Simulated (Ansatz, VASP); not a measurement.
**One calculation of KF, two programs**

```xyz
2
Lattice="0.0000 2.6544 2.6544 2.6544 0.0000 2.6544 2.6544 2.6544 0.0000" Properties=species:S:1:pos:R:3 pbc="T T T"
K     0.0000    0.0000    0.0000
F     2.6544    2.6544    2.6544
```

Alike in both runs: task single point; functional PBE; k mesh 8 × 8 × 8; occupations gaussian, width 0.1 eV; no spin polarisation; Hubbard terms F p U = 8.4 eV.

```csv
,VASP,Ansatz
version,VASP 6.6.1,Ansatz 0.2.0
potentials or method,"VASP PAW PBE potentials, release 64 (K_sv, F), cutoff 600 eV","scalar-relativistic, plane waves, PAW"
valence electrons in the cell,16,16
```

|  | VASP | Ansatz | Ansatz less VASP |
| --- | --- | --- | --- |
| gap on the k mesh at the Fermi level (eV) | 7.10 | 9.66 | +2.565 |
| least direct gap on the mesh (eV) | 7.10 | 9.66 | +2.565 |
| pressure (GPa) | 0.6 | 1.7 | +1.09 |

The programs project onto different local orbitals, so the same U acts differently, and such runs can settle in different states.
